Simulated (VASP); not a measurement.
The system is Li.

```
CELL_PARAMETERS angstrom
2.85771 0.00000 0.00000
0.00000 2.85771 0.00000
0.00000 0.00000 2.85771
ATOMIC_POSITIONS crystal
Li 0.00000 0.00000 0.00000
```

- Program: VASP 6.6.1
- Task: relaxation of cell and atoms
- Functional: LDA
- Potentials or basis: VASP PAW LDA potentials, release 64 (Li_sv)
- Cutoff: 600 eV
- k mesh: 11 × 11 × 11
- Occupations: fermi-dirac, width 0.1 eV
- Spin: no spin polarisation

At the start: pressure -2.1 GPa; volume 23.34 Å³/atom.

Problem. How do energy, volume and symmetry change on relaxing?

Solution. Over 6 steps the energy falls by 35.7 meV/atom and the volume is 18.68 Å³/atom (-19.9 %); space group Pm-3m (No. 221, to 0.05 Å).

The path:
```tsv
step	energy change (eV)	largest force (eV/Å)	pressure (GPa)	volume (Å³)
1	0.0000	0.0000	-2.07	23.34
2	-0.0122	0.0000	-1.80	22.33
3	-0.0309	0.0000	-0.94	20.22
4	-0.0206	0.0000	2.36	16.40
5	-0.0356	0.0000	-0.15	18.90
6	-0.0357	0.0000	0.02	18.68
```

Final structure:
```
CELL_PARAMETERS angstrom
2.65350 0.00000 0.00000
0.00000 2.65350 0.00000
0.00000 0.00000 2.65350
ATOMIC_POSITIONS crystal
Li 0.00000 0.00000 0.00000
```

Caveat: the cutoff is under 1.25 times the usual one of these potentials, so pressure, stress and relaxed cells hold a basis-set (Pulay) error; the volume moved by over 15 % at a fixed basis, so the end points are rough.
